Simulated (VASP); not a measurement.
## TiSi2: single point with PBE

The system is TiSi2.

```
Ti Si
1.0
     1.76511   -6.75928    0.00000
     1.76511    6.75928    0.00000
     0.00000    0.00000    3.56517
Ti Si
2 4
Direct
  0.10312 0.89688 0.25000
  0.89688 0.10312 0.75000
  0.75031 0.24969 0.25000
  0.24969 0.75031 0.75000
  0.44175 0.55825 0.25000
  0.55825 0.44175 0.75000
```

```json
{
 "Program": "VASP 6.6.1",
 "Task": "single point",
 "Functional": "PBE",
 "Potentials or basis": "VASP PAW PBE potentials, release 64 (Ti_sv, Si)",
 "Cutoff": "520 eV",
 "k mesh": "7 × 7 × 6",
 "Occupations": "fermi-dirac, width 0.05 eV",
 "Spin": "no spin polarisation",
 "Dipole correction": "no",
 "Further INCAR settings": "ALGO = Normal; EDIFF = 1e-06; NBANDS = 29"
}
```

| Property | Result |
| --- | --- |
| Pressure | 1.8 GPa |
| Largest force | 0.186 eV/Å |
| Band gap on the k mesh | zero (band 20 reaches 11.02 eV, above the bottom of band 21 at 10.15 eV) |

Forces on the atoms (eV/Å):
```
Ti   0.000  0.016  0.000
Ti   0.000 -0.016  0.000
Si   0.000 -0.036  0.000
Si   0.000  0.036  0.000
Si   0.000  0.186  0.000
Si   0.000 -0.186  0.000
```

Stress tensor (GPa, compression positive):
```
1.90 0.00 0.00
0.00 1.73 0.00
0.00 0.00 1.90
```

Levels at points of the mesh, in eV from the Fermi level:
```tsv
k point	band 18	band 19	band 20	band 21	band 22	band 23
(0.00, 0.00, 0.00)	-2.11	-2.09	0.45	0.70	0.80	0.88
(0.00, 0.00, 0.50)	-1.64	-0.06	-0.06	0.82	0.82	1.46
```

Wall time 3.4 min on 1 thread of Intel(R) Xeon(R) Platinum 8488C (Sapphire Rapids), on a shared host, peak memory 0.34 GiB.
